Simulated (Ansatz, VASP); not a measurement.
## One calculation of GeN, two programs

INCAR

```
SYSTEM = GeN
  PREC = Accurate
  ENCUT = 600
  EDIFF = 1E-6
  ISMEAR = 0
  SIGMA = 0.1
  LREAL = .False.
  LASPH = .True.
  NELM = 80
  ALGO = Fast
  ISIF = 3
  LWAVE = .False.
  LCHARG = .False.
  GGA = PE
  IBRION = 2
  NSW = 100
  EDIFFG = -0.01
```

File KPOINTS:

```
Automatic mesh
0
Gamma
  10 10 16
  0 0 0
```

POSCAR

```
GeN
1.0
    2.7622940762     -4.3551221361      0.0000000000
    2.7622940762      4.3551221361      0.0000000000
    0.0000000000      0.0000000000      3.0671043500
Ge N
2 2
Direct
    0.2154888672      0.7845111328      0.0000000000
    0.7845111328      0.2154888672      0.0000000000
    0.0766262687      0.9233737313      0.5000000000
    0.9233737313      0.0766262687      0.5000000000
```

Input for Ansatz:

```yaml
crystal:
  lattice:
    - [2.7622940762, -4.3551221361, 0.0]
    - [2.7622940762, 4.3551221361, 0.0]
    - [0.0, 0.0, 3.06710435]
  atoms:
    - { symbol: Ge, position: [0.2154888672, 0.7845111328, 0.0] }
    - { symbol: Ge, position: [0.7845111328, 0.2154888672, 0.0] }
    - { symbol: "N", position: [0.0766262687, 0.9233737313, 0.5] }
    - { symbol: "N", position: [0.9233737313, 0.0766262687, 0.5] }
basis:
  ecutwfc: 420
kpoints:
  mp_grid: { grid: [10, 10, 16] }
hamiltonian:
  xc: pbe
scf:
  occupations: { method: gaussian, width: 0.1 }
output:
  forces: true
  stress: true
  eigenvalues: true
relax:
  adjacent_minimum: "off"
  f_tol: 0.01
  max_steps: 80
  cell: { stress_tol: 0.05 }
```

Alike in both runs: task relaxation of cell and atoms; functional PBE; k mesh 10 × 10 × 16; occupations gaussian, width 0.1 eV; no spin polarisation.

|  | VASP | Ansatz |
| --- | --- | --- |
| version | VASP 6.6.1 | Ansatz 0.2.0 |
| potentials or method | VASP PAW PBE potentials, release 64 (Ge_d, N), cutoff 600 eV | scalar-relativistic, plane waves, PAW |
| valence electrons in the cell | 38 | 38 |

|  | VASP | Ansatz | Ansatz less VASP |
| --- | --- | --- | --- |
| gap on the k mesh at the Fermi level, each at its own relaxed structure (eV) | none | none | - |
| relaxed volume (Å³/atom) | 18.49 | 18.53 | +0.033 |
| relaxed length of the cell vector where the two differ most in proportion (Å) | 3.059 | 3.066 | +0.0064 |

A gap of «none» marks a metal or a gap that the smearing closes.
